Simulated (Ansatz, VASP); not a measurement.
**Ti in VASP and in Ansatz**

```
CELL_PARAMETERS angstrom
2.93020 0.00000 0.00000
-1.46510 2.53763 0.00000
0.00000 0.00000 4.65455
ATOMIC_POSITIONS crystal
Ti 0.33333 0.66667 0.25000
Ti 0.66667 0.33333 0.75000
```

Change from the starting cell: volume scaled by 0.98, crystal datasets.

Alike in both runs: task electric field gradients; functional PBE; k mesh 13 × 13 × 7; occupations fermi-dirac, width 0.08 eV; no spin polarisation.

```csv
,VASP,Ansatz
version,VASP 6.6.1,Ansatz 0.2.0
potentials or method,"VASP PAW PBE potentials, release 64 (Ti_sv), cutoff 520 eV","all-electron PAW with datasets made for the crystal, scalar-relativistic"
```

|  | VASP | Ansatz | Ansatz less VASP |
| --- | --- | --- | --- |
| pressure (GPa) | 0.4 | 0.6 | +0.28 |
| traceless stress, the component that is largest in VASP (GPa) | -0.23 | -0.23 | +0.002 |
| size of Vzz on the site where it differs most (V/Å²) | 17.3 | 18.8 | +1.54 |

Ansatz ran all-electron here, and VASP with PAW potentials.
